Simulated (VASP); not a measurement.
Set up this calculation in VASP 6.6.1, as the native input.

- Task: single point
- Functional: PBEsol
- Potentials or basis: VASP PAW PBE potentials, release 64 (Zn)
- Cutoff: 520 eV
- k mesh: 22 × 22 × 22
- Occupations: gaussian, width 0.15 eV
- Spin: no spin polarisation
- Dipole correction: no
- Further INCAR settings: ALGO = Fast; EDIFF = 1e-06; NBANDS = 12

The structure of Zn lies in POSCAR:

```
Zn
1.0
   -2.1447320794      1.5868591853      1.5868591853
    1.5868591853     -2.1447320794      1.5868591853
    1.5868591853      1.5868591853     -2.1447320794
Zn
1
Direct
    0.0000000000      0.0000000000      0.0000000000
```

The input as run:

INCAR

```
SYSTEM = Zn
PREC = Accurate
ENCUT = 520
EDIFF = 1E-6
ISMEAR = 0
SIGMA = 0.15
LREAL = .False.
LASPH = .True.
NELM = 100
ALGO = Fast
ISIF = 2
LWAVE = .False.
LCHARG = .True.
GGA = PS
LELF = .True.
LVHAR = .True.
NBANDS = 12
```

KPOINTS

```
Automatic mesh
0
Gamma
  22 22 22
  0 0 0
```

Potentials or basis: VASP PAW PBE potentials, release 64 (Zn).

The run is started by

```console
$ cat potpaw_PBE.64/Zn/POTCAR > POTCAR
$ mpirun -np 1 vasp_std > vasp.out
```

It gave:

```
Pressure               : 89.7 GPa
Band gap on the k mesh : zero (band 6 reaches 7.57 eV, above the bottom of band 7 at -1.09 eV)
```

Caveat: the PAW data sets were made with another functional, which shifts forces and pressure a little.

It took 2.1 min on 1 thread of Intel(R) Xeon(R) Platinum 8488C (Sapphire Rapids) (shared host), peak memory 0.28 GiB.
